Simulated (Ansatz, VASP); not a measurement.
## GaP in VASP and in Ansatz

```
Ga P
1.0
     0.00000    2.69571    2.69571
     2.69571    0.00000    2.69571
     2.69571    2.69571    0.00000
Ga P
1 1
Direct
  0.00000 0.00000 0.00000
  0.75000 0.75000 0.75000
```

Alike in both runs: functional LDA; k mesh 8 × 8 × 8; occupations gaussian, width 0.02 eV; no spin polarisation.

Ansatz relaxed the structure, and its values are those at the end. VASP's run is a single point on that final structure, the one shown.

```csv
,VASP,Ansatz
version,VASP 6.6.1,Ansatz 0.2.0
potentials or method,"VASP PAW LDA potentials, release 64 (Ga_d, P), cutoff 500 eV","scalar-relativistic, plane waves, PAW"
valence electrons in the cell,18,18
```

VASP gave:

* gap on the k mesh at the Fermi level (eV): 1.43
* least direct gap on the mesh (eV): 1.91
* pressure (GPa): 0.1

Problem. Estimate Ansatz's values.

Solution. gap on the k mesh at the Fermi level (eV): 1.43; least direct gap on the mesh (eV): 1.88; pressure (GPa): 0.0.

Ansatz warns that its potentials were made for another functional, while VASP's fit it. LDA's correlation is that of Perdew and Zunger in VASP and of Perdew and Wang (1992) in Ansatz.
